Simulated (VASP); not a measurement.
Input of a VASP 6.6.1 run:

File INCAR:

```
PREC = Accurate
ENCUT = 520
EDIFF = 1E-6
ISMEAR = -1
SIGMA = 0.05
LREAL = False
LASPH = True
NELM = 60
ALGO = Normal
ISIF = 2
LWAVE = False
LCHARG = False
GGA = PS
NBANDS = 16
```

File KPOINTS:

```
regular mesh
0
Gamma
  4 4 4
```

File POSCAR:

```
AgCl
1.0
   -0.0002103494      2.7543653662      2.7668561150
    2.7757308571     -0.0580965060      2.8247522882
    2.7129465641      2.7494672297      0.0046877870
Ag Cl
1 1
Direct
    0.9913900000      0.9913900000      0.0064700000
    0.5029000000      0.4882800000      0.5132200000
```

Potentials or basis: VASP PAW PBE potentials, release 64 (Ag, Cl).

Launch:

```console
$ cat potpaw_PBE.64/Ag/POTCAR potpaw_PBE.64/Cl/POTCAR > POTCAR
$ mpirun -np 1 vasp_std > vasp.out
```

Task: Estimate the band gap on the k mesh.

Result: 0.65 eV, indirect (least direct gap 2.88 eV).

Task: Predict the largest force.

Result: 0.036 eV/Å.

Task: What does it give for the pressure?

Result: -2.5 GPa.

Stress tensor (GPa, compression positive):
```
-2.40  0.15 -0.16
 0.15 -2.47  0.11
-0.16  0.11 -2.62
```

Caveat: the k points lie up to 0.50 Å⁻¹ apart; the PAW data sets were made with another functional, which shifts forces and pressure a little. A k mesh can miss the band edges.
